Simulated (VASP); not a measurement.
A run of VASP 6.6.1:

INCAR

```
SYSTEM = TiB
ALGO = Normal
EDIFF = 1E-7
ENCUT = 520
GGA = PS
ISIF = 2
ISMEAR = 0
LASPH = .TRUE.
LCHARG = .FALSE.
LREAL = .FALSE.
LWAVE = .FALSE.
NBANDS = 23
NELM = 60
PREC = Accurate
SIGMA = 0.1
```

Contents of KPOINTS:

```
k-points
0
G
  12 12 10
  0 0 0
```

The input POSCAR:

```
TiB
1.0
    2.5024088516      2.5024088516      0.0000000000
   -2.5024088516      2.5024088516      0.0000000000
    0.0000000000      0.0000000000      4.4553627395
Ti B
2 2
Direct
    0.5000000000      0.0000000000      0.2500000000
    0.0000000000      0.5000000000      0.7500000000
    0.0000000000      0.0000000000      0.0000000000
    0.5000000000      0.5000000000      0.5000000000
```

Potentials or basis: VASP PAW PBE potentials, release 64 (Ti_sv, B).

Launch:

```bash
$ cat potpaw_PBE.64/Ti_sv/POTCAR potpaw_PBE.64/B/POTCAR > POTCAR
$ mpirun -np 1 vasp_std > vasp.out
```

Hardware: 1 thread of Intel(R) Xeon(R) 6975P-C (Granite Rapids), on a shared host.

Task: How long does it take, and how much memory?

Result: Wall time 86 s on 1 thread of Intel(R) Xeon(R) 6975P-C (Granite Rapids), on a shared host, peak memory 0.31 GiB. Counts: scf iterations 15, k points 168.
